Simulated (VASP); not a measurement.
Write the native input for VASP 6.6.1 that does the following.

* Task: single point
* Functional: PBE
* Potentials or basis: VASP PAW PBE potentials, release 64 (Zn)
* Cutoff: 520 eV
* k mesh: 7 × 7 × 7
* Occupations: fermi-dirac, width 0.05 eV
* Spin: no spin polarisation
* Dipole correction: no
* Further INCAR settings: ALGO = Normal; EDIFF = 1e-06; NBANDS = 19

The structure of Zn lies in POSCAR:

```
Zn
1.0
    0.0000000000      2.6100635894      2.6100635894
    2.6100635894      0.0000000000      2.6100635894
    2.6100635894      2.6100635894      0.0000000000
Zn
2
Direct
    0.0000000000      0.0000000000      0.0000000000
    0.2500000000      0.2500000000      0.2500000000
```

One way to write it, as run:

INCAR

```
SYSTEM = Zn
  ALGO = Normal
  EDIFF = 1E-6
  ENCUT = 520
  GGA = PE
  ISIF = 2
  ISMEAR = -1
  LASPH = .True.
  LCHARG = .False.
  LREAL = .False.
  LWAVE = .False.
  NBANDS = 19
  NELM = 60
  PREC = Accurate
  SIGMA = 0.05
```

KPOINTS

```
k-points
0
Gamma
  7 7 7
  0 0 0
```

Potentials or basis: VASP PAW PBE potentials, release 64 (Zn).

Run with:

```sh
$ cat potpaw_PBE.64/Zn/POTCAR > POTCAR
$ mpirun -np 1 vasp_std > vasp.out
```

Results of the run:

```yaml
Pressure: 20.5 GPa
Band_gap_on_the_k_mesh: zero (band 12 reaches 8.73 eV, above the bottom of band 13 at 0.75 eV)
```

It took 7.1 s on 1 thread of Intel(R) Xeon(R) 6975P-C (Granite Rapids), with other jobs on the host, peak memory 0.14 GiB.
